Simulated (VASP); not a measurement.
A run of VASP 6.6.1 is set up as follows.

The input INCAR:

```
SYSTEM = HPt12
  ALGO = Normal
  DIPOL = 0.5 0.5 0.320
  EDIFF = 1E-6
  ENCUT = 520
  GGA = PE
  IDIPOL = 3
  ISIF = 2
  ISMEAR = 0
  LASPH = .TRUE.
  LCHARG = .FALSE.
  LDIPOL = .TRUE.
  LREAL = .FALSE.
  LWAVE = .FALSE.
  NBANDS = 72
  NELM = 80
  PREC = Accurate
  SIGMA = 0.1
```

KPOINTS

```
k-points
0
G
  5 5 1
  0 0 0
```

POSCAR

```
HPt12
1.0
    5.6143281324      0.0000000000      0.0000000000
    0.0000000000      5.6143281324      0.0000000000
    0.0000000000      0.0000000000     19.3513900856
Pt H
12 1
Direct
    0.2500000000      0.2500000000      0.2067034969
    0.2500000000      0.7500000000      0.2067034969
    0.7500000000      0.2500000000      0.2067034969
    0.7500000000      0.7500000000      0.2067034969
    0.0000000000      0.0000000000      0.3062505494
    0.0000000000      0.5000000000      0.3062505494
    0.5000000000      0.0000000000      0.3062505494
    0.5000000000      0.5000000000      0.3062505494
    0.2500000000      0.2500000000      0.4057274465
    0.2500000000      0.7500000000      0.4057274465
    0.7500000000      0.2500000000      0.4057274465
    0.7500000000      0.7500000000      0.4057274465
    0.2500000000      0.3333333333      0.4832277903
```

Potentials or basis: VASP PAW PBE potentials, release 64 (Pt, H).

Run with:

```bash
$ cat potpaw_PBE.64/Pt/POTCAR potpaw_PBE.64/H/POTCAR > POTCAR
$ mpirun -np 1 vasp_std > vasp.out
```

What does it give for the band gap on the k mesh?

Zero (an odd number of electrons rules out a gap without spin polarisation).

Predict the largest force.

0.608 eV/Å.

Forces in eV/Å, atoms in the order of the input:
```
Pt   0.000 -0.004  0.047
Pt   0.000  0.041  0.018
Pt   0.000 -0.026  0.004
Pt   0.000 -0.052 -0.229
Pt  -0.014 -0.039 -0.074
Pt  -0.129  0.094 -0.187
Pt   0.014 -0.039 -0.074
Pt   0.129  0.094 -0.187
Pt   0.000 -0.137  0.592
Pt   0.000  0.112 -0.034
Pt   0.000 -0.037 -0.058
Pt   0.000 -0.017  0.128
H    0.000  0.011  0.051
```

Caveat: spin-orbit coupling is left out, which moves the levels of the heavy elements.
